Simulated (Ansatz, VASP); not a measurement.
HgTe: VASP beside Ansatz

INCAR

```
SYSTEM = HgTe
  PREC = Accurate
  ENCUT = 500
  EDIFF = 1E-6
  ISMEAR = 0
  SIGMA = 0.1
  LREAL = .False.
  LASPH = .True.
  NELM = 120
  ALGO = Normal
  ISIF = 2
  LWAVE = .False.
  LCHARG = .False.
  NBANDS = 16
  GGA_COMPAT = .False.
```

Contents of KPOINTS:

```
regular mesh
0
Gamma
  6 6 6
  0 0 0
```

Contents of POSCAR:

```
HgTe
1.0
   -3.0456030000      3.0456030000      1.5594100000
    3.0456030000     -3.0456030000      1.5594100000
    3.0456030000      3.0456030000     -1.5594100000
Hg Te
1 1
Direct
    0.2500000000      0.7500000000      0.5000000000
    0.0000000000      0.0000000000      0.0000000000
```

Input for Ansatz:

```yaml
crystal:
  lattice:
    - [-3.045603, 3.045603, 1.55941]
    - [3.045603, -3.045603, 1.55941]
    - [3.045603, 3.045603, -1.55941]
  atoms:
    - { symbol: Hg, position: [0.25, 0.75, 0.5] }
    - { symbol: Te, position: [0.0, 0.0, 0.0] }
basis:
  ecutwfc: 420
kpoints:
  mp_grid: { grid: [6, 6, 6] }
hamiltonian:
  xc: lda
scf:
  occupations: { method: gaussian, width: 0.1 }
output:
  forces: true
  stress: true
  eigenvalues: true
```

Alike in both runs: task single point; functional LDA; k mesh 6 × 6 × 6; occupations gaussian, width 0.1 eV; no spin polarisation.

|  | VASP | Ansatz |
| --- | --- | --- |
| version | VASP 6.6.1 | Ansatz 0.2.0 |
| potentials or method | VASP PAW LDA potentials, release 64 (Hg, Te), cutoff 500 eV | scalar-relativistic, plane waves, PAW |
| valence electrons in the cell | 18 | 36 |

|  | VASP | Ansatz | Ansatz less VASP |
| --- | --- | --- | --- |
| gap on the k mesh at the Fermi level (eV) | none | none | - |
| pressure (GPa) | -4.6 | -4.8 | -0.17 |
| traceless stress, the component that is largest in VASP (GPa) | -0.10 | -0.16 | -0.064 |

LDA's correlation is that of Perdew and Zunger in VASP and of Perdew and Wang (1992) in Ansatz. A gap of «none» marks a metal or a gap that the smearing closes. VASP's potentials hold 18 valence electrons a cell and Ansatz's 36, so a difference there can come from the potentials and not from the codes.

The k mesh is coarse, so the values compare programs but aren't converged. Spin-orbit coupling is off throughout.
